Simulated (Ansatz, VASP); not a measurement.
One calculation of Be, two programs

```
Be
1.0
    -1.26178    1.26178    1.26178
     1.26178   -1.26178    1.26178
     1.26178    1.26178   -1.26178
Be
1
Direct
  0.00000 0.00000 0.00000
```

Alike in both runs: functional RPBE; k mesh 17 × 17 × 17; occupations fermi-dirac, width 0.1 eV; no spin polarisation.

Ansatz relaxed the structure, and its values are those at the end. VASP's run is a single point on that final structure, the one shown.

```csv
,VASP,Ansatz
version,VASP 6.6.1,Ansatz 0.2.0
potentials or method,"VASP PAW PBE potentials, release 64 (Be), cutoff 600 eV","plane waves (420 eV) with PAW, scalar-relativistic"
valence electrons in the cell,2,2
```

```csv
,VASP,Ansatz,Ansatz less VASP
pressure (GPa),0.0,0.0,-0.04
```

VASP's potentials were made for PBE, not for RPBE.
